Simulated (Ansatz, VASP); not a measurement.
**MgSiPt2 in VASP and in Ansatz**

```
Pt Mg Si
1.0
     0.00000    5.53518    0.00000
     5.53518    0.00000    0.00000
     2.76759    2.76759   -4.88355
Pt Mg Si
4 2 2
Direct
  0.37500 0.39500 0.75000
  0.60500 0.12500 0.25000
  0.87500 0.85500 0.75000
  0.14500 0.62500 0.25000
  0.50000 0.50000 0.00000
  0.25000 0.75000 0.50000
  0.00000 0.00000 0.00000
  0.75000 0.25000 0.50000
```

Alike in both runs: task single point; functional PBE; k mesh 7 × 7 × 7; no spin polarisation.

```csv
,VASP,Ansatz
version,VASP 6.6.1,Ansatz 0.2.0
potentials or method,"VASP PAW PBE potentials, release 64 (Pt, Mg, Si), cutoff 520 eV",PAW plane waves
occupations,"fermi-dirac, width 0.1 eV",fermi-dirac
valence electrons in the cell,52,100
```

|  | VASP | Ansatz | Ansatz less VASP |
| --- | --- | --- | --- |
| pressure (GPa) | 17.9 | 18.0 | +0.11 |
| traceless stress, the component that is largest in VASP (GPa) | -0.41 | -0.44 | -0.031 |
| rms of the force components (eV/Å) | 1.743 | 1.752 | +0.0090 |

Atom by atom the forces differ by 0.009 eV/Å (rms over components). VASP's potentials hold 52 valence electrons a cell and Ansatz's 100, so a difference there can come from the potentials and not from the codes.

Spin-orbit coupling is off throughout.
